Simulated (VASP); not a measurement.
# Sr3Ta2O (P6/mmm) in VASP: relaxation of cell and atoms with PBE

Aim: the relaxation of cell and atoms of Sr3Ta2O with PBE.

All numbers are computed with VASP 6.6.1; they aren't measurements. Logs are shortened: lines on timing, memory, paths and dates and some standing lists are left out, and cuts for length are marked.

## 1. The cell of the first run

It takes space group P6/mmm (No. 191, hexagonal). The conventional cell has a = 7.233 Å, b = 7.233 Å, c = 6.249 Å, α = 90.00°, β = 90.00°, γ = 120.00°. Within 4.8 Å of Sr (site symmetry mmm) lie 4 Sr at 3.62 Å and 4 Ta at 3.82 Å and 4 O at 4.78 Å. Ta (site symmetry 6mm) has 1 O at 1.90 Å and 1 Ta at 2.44 Å within 2.5 Å. O (site symmetry 6/mmm) has 2 Ta at 1.90 Å within 2.5 Å.

The cell was generated, and may not be a known phase.

## 2. Relaxation of cell and atoms, PBE

INCAR

```
SYSTEM = Sr3Ta2O
PREC = Accurate
ENCUT = 600
EDIFF = 1E-7
ISMEAR = 0
SIGMA = 0.1
LREAL = .FALSE.
LASPH = .TRUE.
NELM = 80
ALGO = Normal
ISIF = 3
LWAVE = .FALSE.
LCHARG = .FALSE.
GGA = PE
IBRION = 2
NSW = 100
EDIFFG = -0.01
```

KPOINTS

```
regular mesh
0
G
  6 6 6
  0 0 0
```

POSCAR

```
Sr3Ta2O
1.0
    7.2327624199      0.0000000000      0.0000000000
   -3.6163812100      6.2637559952      0.0000000000
    0.0000000000      0.0000000000      6.2485019651
Sr Ta O
3 2 1
Direct
    0.5000000000      0.0000000000      0.0000000000
    0.0000000000      0.5000000000      0.0000000000
    0.5000000000      0.5000000000      0.0000000000
    0.0000000000      0.0000000000      0.8046175417
    0.0000000000      0.0000000000      0.1953824583
    0.0000000000      0.0000000000      0.5000000000
```

Potentials or basis: VASP PAW PBE potentials, release 64 (Sr_sv, Ta_pv, O).

Run with:

```bash
> cat potpaw_PBE.64/Sr_sv/POTCAR potpaw_PBE.64/Ta_pv/POTCAR potpaw_PBE.64/O/POTCAR > POTCAR
> mpirun -np 1 vasp_std > vasp.out
```

OUTCAR:

```text
SYSTEM = Sr3Ta2O
   PREC = Accurate
   ENCUT = 600
   EDIFF = 1E-7
   ISMEAR = 0
   LREAL = .FALSE.
   LASPH = .TRUE.
   NELM = 80
   ISIF = 3
   GGA = PE
   IBRION = 2
   NSW = 100
   EDIFFG = -0.01

 ion  position               nearest neighbor table
   1  0.500  0.000  0.000-   2 3.62   2 3.62   3 3.62   3 3.62   4 3.82   4 3.82   5 3.82   5 3.82

   2  0.000  0.500  0.000-   3 3.62   3 3.62   1 3.62   1 3.62   4 3.82   5 3.82   4 3.82   5 3.82

   3  0.500  0.500  0.000-   2 3.62   2 3.62   1 3.62   1 3.62   4 3.82   5 3.82   4 3.82   5 3.82

   4  0.000  0.000  0.805-   6 1.90   5 2.44   1 3.82   1 3.82   3 3.82   3 3.82   2 3.82   2 3.82

   5  0.000  0.000  0.195-   6 1.90   4 2.44   1 3.82   1 3.82   3 3.82   3 3.82   2 3.82   2 3.82

   6  0.000  0.000  0.500-   4 1.90   5 1.90

  LATTYP: Found a hexagonal cell.
 ALAT       =     7.2327624199
 C/A-ratio  =     0.8639163852

  Lattice vectors:

 A1 = (   7.2327624199,   0.0000000000,   0.0000000000)
 A2 = (  -3.6163812100,   6.2637559952,   0.0000000000)
 A3 = (   0.0000000000,   0.0000000000,   6.2485019651)

Analysis of symmetry for initial positions (statically):
=====================================================================
 Subroutine PRICEL returns:
 Original cell was already a primitive cell.

 Routine SETGRP: Setting up the symmetry group for a
 hexagonal supercell.

 Subroutine GETGRP returns: Found 24 space group operations
 (whereof 24 operations were pure point group operations)
 out of a pool of 24 trial point group operations.

The static configuration has the point symmetry D_6h.

Analysis of symmetry for dynamics (positions and initial velocities):
=====================================================================
 Subroutine PRICEL returns:
 Original cell was already a primitive cell.

 Routine SETGRP: Setting up the symmetry group for a
 hexagonal supercell.

 Subroutine GETGRP returns: Found 24 space group operations
 (whereof 24 operations were pure point group operations)
 out of a pool of 24 trial point group operations.

The dynamic configuration has the point symmetry D_6h.

 Subroutine INISYM returns: Found 24 space group operations
 (whereof 24 operations are pure point group operations),
 and found     1 'primitive' translations

----------------------------------------------------------------------------------------

                                     Primitive cell

  volume of cell :     283.0838

  direct lattice vectors                    reciprocal lattice vectors
     7.232762420  0.000000000  0.000000000     0.138259761  0.079824310  0.000000000
    -3.616381210  6.263755995  0.000000000     0.000000000  0.159648620  0.000000000
     0.000000000  0.000000000  6.248501965     0.000000000  0.000000000  0.160038359

  length of vectors
     7.232762420  7.232762420  6.248501965     0.159648620  0.159648620  0.160038359

  position of ions in fractional coordinates (direct lattice)
     0.500000000  0.000000000  0.000000000
     0.000000000  0.500000000  0.000000000
     0.500000000  0.500000000  0.000000000
     0.000000000  0.000000000  0.804617542
     0.000000000  0.000000000  0.195382458
     0.000000000  0.000000000  0.500000000

  ion indices of the primitive-cell ions
   primitive index   ion index
                 1           1
                 2           2
                 3           3
                 4           4
                 5           5
                 6           6

----------------------------------------------------------------------------------------

 KPOINTS: regular mesh

Automatic generation of k-mesh.
 Grid dimensions read from file:
 generate k-points for:    6    6    6

 Generating k-lattice:

  Cartesian coordinates                     Fractional coordinates (reciprocal lattice)
     0.023043293  0.013304052  0.000000000     0.166666667  0.000000000  0.000000000
     0.000000000  0.026608103  0.000000000     0.000000000  0.166666667  0.000000000
     0.000000000  0.000000000  0.026673060     0.000000000  0.000000000  0.166666667

  Length of vectors
     0.026608103  0.026608103  0.026673060

  Shift w.r.t. Gamma in fractional coordinates (k-lattice)
     0.000000000  0.000000000  0.000000000

 Subroutine IBZKPT returns following result:
 ===========================================

 Found     28 irreducible k-points:

 Following reciprocal coordinates:
            Coordinates               Weight
  0.000000  0.000000  0.000000      1.000000
  0.166667  0.000000  0.000000      6.000000
  0.333333  0.000000  0.000000      6.000000
  0.500000  0.000000  0.000000      3.000000
  0.166667  0.166667  0.000000      6.000000
  0.333333  0.166667  0.000000     12.000000
[... 16 lines left out ...]
  0.166667  0.000000  0.500000      6.000000
  0.333333  0.000000  0.500000      6.000000
 [... further k-points ...]
   k-points           NKPTS =     28   k-points in BZ     NKDIM =     28   number of bands    NBANDS=     34
   number of dos      NEDOS =    301   number of ions     NIONS =      6
   total plane-waves  NPLWV = 180000
   dimension x,y,z NGX =    60 NGY =   60 NGZ =   50
   dimension x,y,z NGXF=   120 NGYF=  120 NGZF=  100
   ions per type =               3   2   1
   NGX,Y,Z   is equivalent  to a cutoff of  13.79, 13.79, 13.30 a.u.
   NGXF,Y,Z  is equivalent  to a cutoff of  27.58, 27.58, 26.61 a.u.
 SYSTEM =  Sr3Ta2O
   PREC   = accura    normal or accurate (medium, high low for compatibility)
   ISTART =      0    job   : 0-new  1-cont  2-samecut
   ICHARG =      2    charge: 1-file 2-atom 10-const
   ISPIN  =      1    spin polarized calculation?
   LNONCOLLINEAR =      F non collinear calculations
   LSORBIT =      F    spin-orbit coupling
   LASPH  =      T    aspherical Exc in radial PAW
   ENCUT  =  600.0 eV  44.10 Ry    6.64 a.u.  14.45 14.45 12.48*2*pi/ulx,y,z
   NELM   =     80;   NELMIN=  2; NELMDL= -5     # of ELM steps
   EDIFF  = 0.1E-06   stopping-criterion for ELM
   LREAL  =      F    real-space projection
   EDIFFG = -.1E-01   stopping-criterion for IOM
   NSW    =    100    number of steps for IOM
   IBRION =      2    ionic relax: 0-MD 1-quasi-New 2-CG
   NFREE  =      1    steps in history (QN), initial steepest desc. (CG)
   ISIF   =      3    stress and relaxation
   ISYM   =      2    0-nonsym 1-usesym 2-fastsym
   POTIM  = 0.5000    time-step for ionic-motion
   TEBEG  =    0.0;   TEEND  =   0.0 temperature during run
   PSTRESS=    0.0 pullay stress
   NELECT =      58.0000    total number of electrons
   NUPDOWN=      -1.0000    fix difference up-down
   EMIN   =  10.00;   EMAX   =-10.00  energy-range for DOS
   EFERMI =   0.00;   METHOD = LEGACY
   ISMEAR =     0;   SIGMA  =   0.10  broadening in eV -4-tet -1-fermi 0-gaus
   EFERMI_NEDOS =   21; number of points for ismear=-14 and -15
   IALGO  =     38    algorithm
   IMIX   =      4    mixing-type and parameters
     AMIX     =   0.40;   BMIX     =  1.00
     AMIX_MAG =   1.60;   BMIX_MAG =  1.00
  volume/ion in A,a.u.               =      47.18       318.39
  Fermi-wavevector in a.u.,A,eV,Ry     =   0.965115  1.823803 12.673112  0.931447
  Thomas-Fermi vector in A             =   2.094804
   LORBIT       =      0    0 simple, 1 ext, 2 COOP (PROOUT), +10 PAW based schemes
   GGA     = PE    functional components
   LHFCALC =     F    Hartree Fock is set to
   AEXX    =    0.0000 exact exchange contribution
   IVDW    =     0    specifies the selected vdW correction
   LEPSILON=     F    determine dielectric tensor
   LRPA    =     F    only Hartree local field effects (RPA)
 conjugate gradient relaxation of ions
 non-spin polarized calculation
 Gauss-broadening in eV      SIGMA  =   0.10
  energy-cutoff  :      600.00
  volume of cell :      283.08
 maximum number of plane-waves:      9492
 NGX is ok and might be reduce to    60
   NGX = 29   NGY = 29   NGZ = 25

--------------------------------------- Ionic step        1  -------------------------------------------

 number of electron      57.9999997 magnetization

 Free energy of the ion-electron system (eV)
  ---------------------------------------------------
  ext. energy  EPLUGINS =         0.00000000
  ---------------------------------------------------
  free energy    TOTEN  =       -30.52251238 eV

  energy without entropy =      -30.50854704  energy(sigma->0) =      -30.51552971

------------------------ aborting loop because EDIFF is reached ----------------------------------------

  FORCE on cell =-STRESS in cart. coord.  units (eV):
  Direction    XX          YY          ZZ          XY          YZ          ZX
  --------------------------------------------------------------------------------------
  -------------------------------------------------------------------------------------
  Total       -0.3909440     -0.3909440     -0.5776554      0.0000000     -0.0000000     -0.0000000
  in kB       -2.2126372     -2.2126372     -3.2693731      0.0000000     -0.0000000     -0.0000000
  external PRESSURE =      -2.5648825 kB  Pullay stress =       0.0000000 kB
[... 185 lines left out ...]
  energy  without entropy=      -30.5142723976  energy(sigma->0) =      -30.52056548

--------------------------------------- Ionic step        6  -------------------------------------------

 number of electron      57.9999997 magnetization

 Free energy of the ion-electron system (eV)
  ---------------------------------------------------
  ext. energy  EPLUGINS =         0.00000000
  ---------------------------------------------------
  free energy    TOTEN  =       -30.52688624 eV

  energy without entropy =      -30.51424312  energy(sigma->0) =      -30.52056468

 E-fermi :   0.9291     XC(G=0):  -7.0799

 val. band max:        0.9168281235   @ k =   0.1667   0.0000   0.0000
 cond. band min:       0.9634562138   @ k =   0.5000   0.0000   0.0000
 fundamental gap:      0.0466280903
 Fermi energy:         0.9291334060

 k-point     1 :       0.0000    0.0000    0.0000
  band No.  band energies     occupation
      1     -35.3128      2.00000
      2     -35.2504      2.00000
      3     -35.2504      2.00000
      4     -34.9798      2.00000
      5     -33.8648      2.00000
      6     -33.8648      2.00000
[... 877 lines left out ...]
     33       1.9687      0.00000
     34       2.2143      0.00000

 [... further k-points ...]

------------------------ aborting loop because EDIFF is reached ----------------------------------------

  FORCE on cell =-STRESS in cart. coord.  units (eV):
  Direction    XX          YY          ZZ          XY          YZ          ZX
  --------------------------------------------------------------------------------------
  -------------------------------------------------------------------------------------
  Total        0.0186252      0.0186252     -0.0445298     -0.0000000     -0.0000000      0.0000000
  in kB        0.1068609      0.1068609     -0.2554871     -0.0000000     -0.0000000      0.0000000
  external PRESSURE =      -0.0139218 kB  Pullay stress =       0.0000000 kB
[... 21 lines left out ...]
  FREE ENERGIE OF THE ION-ELECTRON SYSTEM (eV)
  ---------------------------------------------------
  free  energy   TOTEN  =       -30.5268862429 eV

  energy  without entropy=      -30.5142431193  energy(sigma->0) =      -30.52056468

 reached required accuracy - stopping structural energy minimisation
```

Run time: 34 min. Hardware: 1 thread of Intel Xeon Platinum 8375C at 2.90GHz (Ice Lake), shared host; peak memory 0.66 GiB.

What came out:

- Free energy: -30.5269 eV
- Relaxed volume: 46.54 Å³/atom
- Relaxed cell: a = 7.200 Å, b = 7.200 Å, c = 6.221 Å, α = 90.00°, β = 90.00°, γ = 120.00°
- Space group after relaxing (to 0.1 Å): P6/mmm (No. 191)
- Energy gained by relaxing: 0.7 meV/atom
- Ionic steps: 6
- Pressure after relaxing: 0.0 GPa
- Largest force after relaxing: 0.006 eV/Å
- Band gap on the k mesh: zero (bands 29 and 30 overlap by 0.18 eV)

Forces in eV/Å, atoms in the order of the input:
```
Sr   0.000  0.000  0.000
Sr   0.000  0.000  0.000
Sr   0.000  0.000  0.000
Ta   0.000  0.000 -0.006
Ta   0.000  0.000  0.006
O    0.000  0.000  0.000
```

The path:
| step | energy change (eV) | largest force (eV/Å) | pressure (GPa) | volume (Å³) |
| --- | --- | --- | --- | --- |
| 1 | 0.0000 | 0.1705 | -0.26 | 283.08 |
| 2 | -0.0042 | 0.0289 | -0.05 | 280.00 |
| 3 | -0.0042 | 0.0404 | -0.04 | 279.83 |
| 4 | -0.0043 | 0.0361 | 0.02 | 279.23 |
| 5 | -0.0043 | 0.0140 | 0.00 | 279.40 |
| 6 | -0.0044 | 0.0059 | 0.00 | 279.25 |

Final structure:
```xyz
6
Lattice="7.1996 0.0000 0.0000 -3.5998 6.2350 0.0000 0.0000 0.0000 6.2208" Properties=species:S:1:pos:R:3 pbc="T T T"
Sr    0.0000    6.2350    0.0000
Sr   -1.7999    3.1175    0.0000
Sr    1.7999    3.1175    0.0000
Ta    0.0000    0.0000    5.0129
Ta    0.0000    0.0000    1.2079
O    -3.5998    6.2350    3.1104
```

Levels at points of the mesh, in eV from the Fermi level:
```
           k point  band 25  band 26  band 27  band 28  band 29  band 30  band 31  band 32  band 33  band 34
(0.00, 0.00, 0.00)    -0.96    -0.96    -0.42    -0.42    -0.21    -0.07     0.76     0.95     1.28     1.28
(0.50, 0.00, 0.00)    -0.87    -0.65    -0.50    -0.26    -0.24     0.03     0.65     0.74     0.96     1.13
(0.00, 0.00, 0.50)    -1.20    -1.20    -0.97    -0.81    -0.81     0.39     0.96     0.96     1.23     1.23
(0.50, 0.00, 0.50)    -1.39    -1.11    -0.71    -0.37    -0.12     0.10     0.30     0.73     0.94     1.04
```

Caveat: spin-orbit coupling is left out, which moves the levels of the heavy elements.

The gap in the log of VASP goes by the Fermi energy; the results here count the filled bands.